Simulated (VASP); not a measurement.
Ir, 2 atoms in the cell. It takes space group P6_3/mmc (No. 194, hexagonal). The conventional cell has a = 2.861 Å, b = 2.861 Å, c = 4.819 Å, α = 90.00°, β = 90.00°, γ = 120.00°. Within 3.8 Å of Ir (site symmetry -6m2) lie 12 Ir at 2.86 to 2.92 Å. This isn't the form of Ir at room conditions, which is fcc. This cell differs from its parent crystal: strain +0.040 along x and y, +0.080 along z.

| Property | Result |
| --- | --- |
| Program | VASP 6.6.1 |
| Task | single point |
| Functional | r2SCAN |
| Potentials or basis | VASP PAW PBE potentials, release 64 (Ir) |
| Cutoff | 520 eV |
| k mesh | 18 × 18 × 12 |
| Occupations | gaussian, width 0.15 eV |
| Spin | no spin polarisation |
| Dipole correction | no |
| Further INCAR settings | ALGO = Normal; EDIFF = 1e-06; NBANDS = 16 |

Potentials or basis: VASP PAW PBE potentials, release 64 (Ir).

Command:

```bash
$ cat potpaw_PBE.64/Ir/POTCAR > POTCAR
$ cp INCAR.step1 INCAR
$ mpirun -np 1 vasp_std > vasp.out
$ cp INCAR.step2 INCAR
$ mpirun -np 1 vasp_std > vasp.out
```

Hardware: 1 thread of Intel Xeon 8259CL, with other jobs on the host.

Estimate the wall time of this run.

Wall time 8.6 min on 1 thread of Intel Xeon 8259CL (shared host), peak memory 0.25 GiB. Counts: k points 259.
